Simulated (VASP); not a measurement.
# Ge (P3_112) in VASP: single point with PBE

Aim: the single point of Ge with PBE.

Everything below comes from runs of VASP 6.6.1. Logs are shortened: lines on timing, memory, paths and dates and some standing lists are left out, and cuts for length are marked.

## 1. The cell of the first run

Symmetry: P3_112, No. 151, trigonal system. The conventional cell has a = 6.413 Å, b = 6.413 Å, c = 6.708 Å, α = 90.00°, β = 90.00°, γ = 120.00°. Within 3.3 Å of Ge (site symmetry 1) lie 4 Ge at 2.51 to 2.58 Å. Within 3.4 Å of Ge (site symmetry 2) lie 6 Ge at 2.53 to 3.36 Å.

The cell was generated, and may not be a known phase.

## 2. Single point, PBE

Contents of INCAR:

```
SYSTEM = Ge
PREC = Accurate ; ENCUT = 520
EDIFF = 1E-6 ; ISMEAR = 0
SIGMA = 0.1 ; LREAL = .False.
LASPH = .True. ; NELM = 80
ALGO = Normal ; ISIF = 2
LWAVE = .False. ; LCHARG = .False.
GGA = PE ; NBANDS = 73
```

Contents of KPOINTS:

```
regular mesh
0
Gamma
  6 6 6
  0 0 0
```

Contents of POSCAR:

```
Ge
1.0
    6.4132255180      0.0000000000      0.0000000000
   -3.2066127590      5.5540162188      0.0000000000
    0.0000000000      0.0000000000      6.7084737044
Ge
9
Direct
    0.0080632509      0.3816025999      0.3538619710
    0.6183974001      0.6264606510      0.6871953043
    0.3735393490      0.9919367491      0.0205286376
    0.6183974001      0.9919367491      0.3128046957
    0.3735393490      0.3816025999      0.9794713624
    0.0080632509      0.6264606510      0.6461380290
    0.4637745513      0.5362254487      0.3333333333
    0.4637745513     -0.0724508974      0.6666666667
    1.0724508974      0.5362254487      0.0000000000
```

Potentials or basis: VASP PAW PBE potentials, release 64 (Ge_d).

The run is started by

```
$ cat potpaw_PBE.64/Ge_d/POTCAR > POTCAR
$ mpirun -np 1 vasp_std > vasp.out
```

OUTCAR:

```text
SYSTEM = Ge
   PREC = Accurate
   ENCUT = 520
   EDIFF = 1E-6
   ISMEAR = 0
   LREAL = .False.
   LASPH = .True.
   NELM = 80
   ISIF = 2
   GGA = PE

 ion  position               nearest neighbor table
   1  0.008  0.382  0.354-   6 2.51   4 2.51   9 2.53   7 2.58
   2  0.618  0.626  0.687-   5 2.51   6 2.51   7 2.53   8 2.58
   3  0.374  0.992  0.021-   4 2.51   5 2.51   8 2.53   9 2.58
   4  0.618  0.992  0.313-   3 2.51   1 2.51   8 2.53   7 2.58
   5  0.374  0.382  0.979-   2 2.51   3 2.51   7 2.53   9 2.58
   6  0.008  0.626  0.646-   1 2.51   2 2.51   9 2.53   8 2.58
   7  0.464  0.536  0.333-   5 2.53   2 2.53   4 2.58   1 2.58
   8  0.464  0.928  0.667-   3 2.53   4 2.53   2 2.58   6 2.58
   9  0.072  0.536  0.000-   6 2.53   1 2.53   5 2.58   3 2.58

  LATTYP: Found a hexagonal cell.
 ALAT       =     6.4132255180
 C/A-ratio  =     1.0460373934

  Lattice vectors:

 A1 = (   6.4132255180,   0.0000000000,   0.0000000000)
 A2 = (  -3.2066127590,   5.5540162188,   0.0000000000)
 A3 = (   0.0000000000,   0.0000000000,   6.7084737044)

Analysis of symmetry for initial positions (statically):
=====================================================================
 Subroutine PRICEL returns:
 Original cell was already a primitive cell.

 Routine SETGRP: Setting up the symmetry group for a
 hexagonal supercell.

 Subroutine GETGRP returns: Found  6 space group operations
 (whereof  2 operations were pure point group operations)
 out of a pool of 24 trial point group operations.

The static configuration has the point symmetry C_2 .
 The point group associated with its full space group is D_3 .

Analysis of symmetry for dynamics (positions and initial velocities):
=====================================================================
 Subroutine PRICEL returns:
 Original cell was already a primitive cell.

 Routine SETGRP: Setting up the symmetry group for a
 hexagonal supercell.

 Subroutine GETGRP returns: Found  6 space group operations
 (whereof  2 operations were pure point group operations)
 out of a pool of 24 trial point group operations.

The dynamic configuration has the point symmetry C_2 .
 The point group associated with its full space group is D_3 .

 Subroutine INISYM returns: Found  6 space group operations
 (whereof  2 operations are pure point group operations),
 and found     1 'primitive' translations

----------------------------------------------------------------------------------------

                                     Primitive cell

  volume of cell :     238.9502

  direct lattice vectors                    reciprocal lattice vectors
     6.413225518  0.000000000  0.000000000     0.155927777  0.090024944  0.000000000
    -3.206612759  5.554016219  0.000000000     0.000000000  0.180049888  0.000000000
     0.000000000  0.000000000  6.708473704     0.000000000  0.000000000  0.149065204

  length of vectors
     6.413225518  6.413225518  6.708473704     0.180049888  0.180049888  0.149065204

  position of ions in fractional coordinates (direct lattice)
     0.008063251  0.381602600  0.353861971
     0.618397400  0.626460651  0.687195304
     0.373539349  0.991936749  0.020528638
     0.618397400  0.991936749  0.312804696
     0.373539349  0.381602600  0.979471362
     0.008063251  0.626460651  0.646138029
     0.463774551  0.536225449  0.333333333
     0.463774551  0.927549103  0.666666667
     0.072450897  0.536225449  0.000000000

  ion indices of the primitive-cell ions
   primitive index   ion index
                 1           1
                 2           2
                 3           3
                 4           4
                 5           5
                 6           6
                 7           7
                 8           8
                 9           9

----------------------------------------------------------------------------------------

 KPOINTS: regular mesh

Automatic generation of k-mesh.
 Grid dimensions read from file:
 generate k-points for:    6    6    6

 Generating k-lattice:

  Cartesian coordinates                     Fractional coordinates (reciprocal lattice)
     0.025987963  0.015004157  0.000000000     0.166666667  0.000000000  0.000000000
     0.000000000  0.030008315  0.000000000     0.000000000  0.166666667  0.000000000
     0.000000000  0.000000000  0.024844201     0.000000000  0.000000000  0.166666667

  Length of vectors
     0.030008315  0.030008315  0.024844201

  Shift w.r.t. Gamma in fractional coordinates (k-lattice)
     0.000000000  0.000000000  0.000000000

 Subroutine IBZKPT returns following result:
 ===========================================

 Found     34 irreducible k-points:

 Following reciprocal coordinates:
            Coordinates               Weight
  0.000000  0.000000  0.000000      1.000000
  0.166667  0.000000  0.000000      6.000000
  0.333333 -0.000000  0.000000      6.000000
  0.500000 -0.000000  0.000000      3.000000
  0.166667  0.166667  0.000000      6.000000
  0.333333  0.166667  0.000000     12.000000
[... 16 lines left out ...]
 -0.166667  0.333333  0.333333      6.000000
  0.333333  0.166667  0.333333     12.000000
 [... further k-points ...]
   k-points           NKPTS =     34   k-points in BZ     NKDIM =     34   number of bands    NBANDS=     73
   number of dos      NEDOS =    301   number of ions     NIONS =      9
   total plane-waves  NPLWV = 115200
   dimension x,y,z NGX =    48 NGY =   48 NGZ =   50
   dimension x,y,z NGXF=    96 NGYF=   96 NGZF=  100
   ions per type =               9
   NGX,Y,Z   is equivalent  to a cutoff of  12.44, 12.44, 12.39 a.u.
   NGXF,Y,Z  is equivalent  to a cutoff of  24.89, 24.89, 24.78 a.u.
 SYSTEM =  Ge
   PREC   = accura    normal or accurate (medium, high low for compatibility)
   ISTART =      0    job   : 0-new  1-cont  2-samecut
   ICHARG =      2    charge: 1-file 2-atom 10-const
   ISPIN  =      1    spin polarized calculation?
   LNONCOLLINEAR =      F non collinear calculations
   LSORBIT =      F    spin-orbit coupling
   LASPH  =      T    aspherical Exc in radial PAW
   ENCUT  =  520.0 eV  38.22 Ry    6.18 a.u.  11.92 11.92 12.47*2*pi/ulx,y,z
   NELM   =     80;   NELMIN=  2; NELMDL= -5     # of ELM steps
   EDIFF  = 0.1E-05   stopping-criterion for ELM
   LREAL  =      F    real-space projection
   EDIFFG = 0.1E-04   stopping-criterion for IOM
   NSW    =      0    number of steps for IOM
   IBRION =     -1    ionic relax: 0-MD 1-quasi-New 2-CG
   NFREE  =      0    steps in history (QN), initial steepest desc. (CG)
   ISIF   =      2    stress and relaxation
   ISYM   =      2    0-nonsym 1-usesym 2-fastsym
   POTIM  = 0.5000    time-step for ionic-motion
   TEBEG  =    0.0;   TEEND  =   0.0 temperature during run
   PSTRESS=    0.0 pullay stress
   NELECT =     126.0000    total number of electrons
   NUPDOWN=      -1.0000    fix difference up-down
   EMIN   =  10.00;   EMAX   =-10.00  energy-range for DOS
   EFERMI =   0.00;   METHOD = LEGACY
   ISMEAR =     0;   SIGMA  =   0.10  broadening in eV -4-tet -1-fermi 0-gaus
   EFERMI_NEDOS =   21; number of points for ismear=-14 and -15
   IALGO  =     38    algorithm
   IMIX   =      4    mixing-type and parameters
     AMIX     =   0.40;   BMIX     =  1.00
     AMIX_MAG =   1.60;   BMIX_MAG =  1.00
  volume/ion in A,a.u.               =      26.55       179.17
  Fermi-wavevector in a.u.,A,eV,Ry     =   1.322602  2.499356 23.800351  1.749276
  Thomas-Fermi vector in A             =   2.452271
   LORBIT       =      0    0 simple, 1 ext, 2 COOP (PROOUT), +10 PAW based schemes
   GGA     = PE    functional components
   LHFCALC =     F    Hartree Fock is set to
   AEXX    =    0.0000 exact exchange contribution
   IVDW    =     0    specifies the selected vdW correction
   LEPSILON=     F    determine dielectric tensor
   LRPA    =     F    only Hartree local field effects (RPA)
 non-spin polarized calculation
 Gauss-broadening in eV      SIGMA  =   0.10
  energy-cutoff  :      520.00
  volume of cell :      238.95
 maximum number of plane-waves:      6468
   NGX = 23   NGY = 23   NGZ = 25

 number of electron     125.9999999 magnetization

 Free energy of the ion-electron system (eV)
  ---------------------------------------------------
  ext. energy  EPLUGINS =         0.00000000
  ---------------------------------------------------
  free energy    TOTEN  =       -37.77860540 eV

  energy without entropy =      -37.77252813  energy(sigma->0) =      -37.77556677

 E-fermi :   3.2984     XC(G=0):  -9.0898

 val. band max:        3.2358780766   @ k =   0.5000  -0.0000   0.0000
 cond. band min:       3.3225697722   @ k =   0.3333   0.1667   0.5000
 fundamental gap:      0.0866916956
 Fermi energy:         3.2983939141

 k-point     1 :       0.0000    0.0000    0.0000
  band No.  band energies     occupation
      1     -21.2564      2.00000
      2     -21.2174      2.00000
      3     -21.2174      2.00000
      4     -21.1975      2.00000
      5     -21.1975      2.00000
      6     -21.1961      2.00000
[... 65 lines left out ...]
     72       8.1002      0.00000
     73       8.1197      0.00000

 k-point     2 :       0.1667    0.0000    0.0000
  band No.  band energies     occupation
      1     -21.2536      2.00000
      2     -21.2171      2.00000
      3     -21.2162      2.00000
      4     -21.2037      2.00000
      5     -21.2024      2.00000
      6     -21.1961      2.00000
[... 65 lines left out ...]
     72       7.5947      0.00000
     73       8.0331      0.00000

 k-point     3 :       0.3333   -0.0000    0.0000
  band No.  band energies     occupation
      1     -21.2458      2.00000
      2     -21.2194      2.00000
      3     -21.2164      2.00000
      4     -21.2106      2.00000
      5     -21.2103      2.00000
      6     -21.1973      2.00000
[... 1585 lines left out ...]
     72       7.2051      0.00000
     73       7.5317      0.00000

 k-point    24 :       0.3333    0.1667    0.3333
  band No.  band energies     occupation
      1     -21.2453      2.00000
      2     -21.2367      2.00000
      3     -21.2187      2.00000
      4     -21.2137      2.00000
      5     -21.2014      2.00000
      6     -21.1970      2.00000
[... 65 lines left out ...]
     72       7.0362      0.00000
     73       7.2782      0.00000

 [... further k-points ...]

------------------------ aborting loop because EDIFF is reached ----------------------------------------

  FORCE on cell =-STRESS in cart. coord.  units (eV):
  Direction    XX          YY          ZZ          XY          YZ          ZX
  --------------------------------------------------------------------------------------
  -------------------------------------------------------------------------------------
  Total       -0.0682812     -0.0682812     -0.0914730      0.0000000     -0.0000000      0.0000000
  in kB       -0.4578303     -0.4578303     -0.6133328      0.0000000     -0.0000000      0.0000000
  external PRESSURE =      -0.5096645 kB  Pullay stress =       0.0000000 kB

 VOLUME and BASIS-vectors are now :
 -----------------------------------------------------------------------------
  energy-cutoff  :      520.00
  volume of cell :      238.95
      direct lattice vectors                 reciprocal lattice vectors
     6.413225518  0.000000000  0.000000000     0.155927777  0.090024944  0.000000000
    -3.206612759  5.554016219  0.000000000     0.000000000  0.180049888  0.000000000
     0.000000000  0.000000000  6.708473704     0.000000000  0.000000000  0.149065204

 POSITION                                       TOTAL-FORCE (eV/Angst)
 -----------------------------------------------------------------------------------
     -1.17194      2.11943      2.37387        -0.001091      0.000493     -0.000424
      1.95711      3.47937      4.61003         0.000119     -0.001191     -0.000424
     -0.78516      5.50923      0.13772         0.000972      0.000698     -0.000424
      0.78516      5.50923      2.09844        -0.000972      0.000698      0.000424
      1.17194      2.11943      6.57076         0.001091      0.000493      0.000424
     -1.95711      3.47937      4.33460        -0.000119     -0.001191      0.000424
      1.25482      2.97820      2.23616         0.002218     -0.001281     -0.000000
      0.00000      5.15162      4.47232         0.000000      0.002562      0.000000
     -1.25482      2.97820      0.00000        -0.002218     -0.001281      0.000000
 -----------------------------------------------------------------------------------
    total drift:                                0.000053      0.000041      0.000003

  FREE ENERGIE OF THE ION-ELECTRON SYSTEM (eV)
  ---------------------------------------------------
  free  energy   TOTEN  =       -37.7786054018 eV

  energy  without entropy=      -37.7725281309  energy(sigma->0) =      -37.77556677
```

Run time: 22 min. Hardware: 1 thread of Intel Xeon 8259CL, shared host; peak memory 0.57 GiB.

Results:

```
Free energy            : -37.7786 eV
Pressure               : -0.1 GPa
Band gap on the k mesh : zero (bands 63 and 64 overlap by 0.15 eV)
```

Forces in eV/Å, atoms in the order of the input:
```
Ge  -0.001  0.000  0.000
Ge   0.000 -0.001  0.000
Ge   0.001  0.001  0.000
Ge  -0.001  0.001  0.000
Ge   0.001  0.000  0.000
Ge   0.000 -0.001  0.000
Ge   0.002 -0.001  0.000
Ge   0.000  0.003  0.000
Ge  -0.002 -0.001  0.000
```

Levels at points of the mesh, in eV from the Fermi level:
```csv
k point,band 59,band 60,band 61,band 62,band 63,band 64,band 65,band 66,band 67,band 68
"(0.00, 0.00, 0.00)",-1.78,-1.78,-1.61,-1.58,-1.58,1.51,2.01,2.01,2.76,3.61
"(0.50, 0.00, 0.00)",-1.82,-1.76,-1.29,-0.48,-0.06,0.85,1.23,1.43,2.04,2.85
"(0.00, 0.00, 0.50)",-1.15,-1.15,-1.11,-0.77,-0.77,0.63,0.63,0.90,2.20,2.20
"(0.50, 0.00, 0.50)",-1.82,-1.46,-1.21,-0.96,-0.48,0.43,0.63,0.80,2.08,2.18
```

Caveat: semilocal functionals underestimate gaps, and a narrow one can read as zero.

The gap in the log of VASP goes by the Fermi energy; the results here count the filled bands.